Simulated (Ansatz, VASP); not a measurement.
Two plane-wave programs on Na4Ru

Contents of INCAR:

```
PREC = Accurate ; ENCUT = 520
EDIFF = 1E-6 ; ISMEAR = 0
SIGMA = 0.1 ; LREAL = False
LASPH = True ; NELM = 100
ALGO = Fast ; ISIF = 2
LWAVE = False ; LCHARG = False
GGA = PE ; NBANDS = 29
```

Contents of KPOINTS:

```
Automatic mesh
0
Gamma
  4 4 4
```

Contents of POSCAR:

```
Na4Ru
1.0
    4.8682734500      0.0000000000      0.0000000000
    0.0000000000      4.8682734500      0.0000000000
    0.0000000000      0.0000000000      4.8682734500
Na Ru
4 1
Direct
    0.0000000000      0.5000000000      0.5000000000
    0.5000000000      0.0000000000      0.5000000000
    0.5000000000      0.5000000000      0.0000000000
    0.5000000000      0.5000000000      0.5000000000
    0.0000000000      0.0000000000      0.0000000000
```

Input for Ansatz:

```yaml
crystal:
  lattice:
    - [4.86827345, 0.0, 0.0]
    - [0.0, 4.86827345, 0.0]
    - [0.0, 0.0, 4.86827345]
  atoms:
    - { symbol: Na, position: [0.0, 0.5, 0.5] }
    - { symbol: Na, position: [0.5, 0.0, 0.5] }
    - { symbol: Na, position: [0.5, 0.5, 0.0] }
    - { symbol: Na, position: [0.5, 0.5, 0.5] }
    - { symbol: Ru, position: [0.0, 0.0, 0.0] }
basis:
  ecutwfc: 420
kpoints:
  mp_grid: { grid: [4, 4, 4] }
hamiltonian:
  xc: pbe
scf:
  occupations: { method: gaussian, width: 0.1 }
  lower_state_search: "off"
output:
  forces: true
  stress: true
  eigenvalues: true
```

Alike in both runs: task single point; functional PBE; k mesh 4 × 4 × 4; occupations gaussian, width 0.1 eV; no spin polarisation.

```csv
,VASP,Ansatz
version,VASP 6.6.1,Ansatz 0.2.0
potentials or method,"VASP PAW PBE potentials, release 64 (Na_pv, Ru_pv), cutoff 520 eV","scalar-relativistic, plane waves, PAW"
valence electrons in the cell,42,52
```

|  | VASP | Ansatz | Ansatz less VASP |
| --- | --- | --- | --- |
| gap on the k mesh at the Fermi level (eV) | none | none | - |
| pressure (GPa) | 2.6 | 2.6 | 0.00 |

A gap of «none» marks a metal or a gap that the smearing closes. VASP's potentials hold 42 valence electrons a cell and Ansatz's 52, so a difference there can come from the potentials and not from the codes.
